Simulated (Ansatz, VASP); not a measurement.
# Two plane-wave programs on GaSb

```
Ga Sb
1.0
     0.00000    3.06588    3.06588
     3.06588    0.00000    3.06588
     3.06588    3.06588    0.00000
Ga Sb
1 1
Direct
  0.00000 0.00000 0.00000
  0.25000 0.25000 0.25000
```

Alike in both runs: task single point; functional HSE06; k mesh 4 × 4 × 4; occupations fermi-dirac, width 0.02 eV; no spin polarisation.

|  | VASP | Ansatz |
| --- | --- | --- |
| version | VASP 6.6.1 | Ansatz 0.2.0 |
| potentials or method | VASP PAW PBE potentials, release 64 (Ga_d, Sb) | plane waves, PAW |
| plane-wave cutoff (eV) | 520 | 420 |
| valence electrons in the cell | 18 | 28 |

|  | VASP | Ansatz | Ansatz less VASP |
| --- | --- | --- | --- |
| gap on the k mesh at the Fermi level (eV) | 0.85 | 0.83 | -0.018 |
| pressure (GPa) | -0.1 | 0.4 | +0.50 |

VASP's potentials hold 18 valence electrons a cell and Ansatz's 28, so a difference there can come from the potentials and not from the codes. Ansatz's warnings: stress exchange threshold loose, stress scf threshold loose.

The k mesh is coarse, so the values compare programs but aren't converged. Neither program's run includes spin-orbit coupling.
